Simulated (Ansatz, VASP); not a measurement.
## One calculation of Se, two programs

```
Se
1.0
    -1.68805    1.68805    1.68805
     1.68805   -1.68805    1.68805
     1.68805    1.68805   -1.68805
Se
1
Cartesian
  0.0000 0.0000 0.0000
```

Alike in both runs: functional PBEsol; k mesh 13 × 13 × 13; occupations fermi-dirac, width 0.1 eV; no spin polarisation.

Ansatz relaxed the structure, and its values are those at the end. VASP's run is a single point on that final structure, the one shown.

```csv
,VASP,Ansatz
version,VASP 6.6.1,Ansatz 0.2.0
potentials or method,"VASP PAW PBE potentials, release 64 (Se), cutoff 520 eV","plane waves (420 eV) with PAW, scalar-relativistic"
valence electrons in the cell,6,16
```

|  | VASP | Ansatz | Ansatz less VASP |
| --- | --- | --- | --- |
| pressure (GPa) | 0.1 | 0.0 | -0.09 |

VASP's potentials were made for PBE, not for PBEsol, and Ansatz warns of the same on its side. The functional is the same, so the differences come from potentials, cutoffs and numerics. VASP's potentials hold 6 valence electrons a cell and Ansatz's 16, so a difference there can come from the potentials and not from the codes.
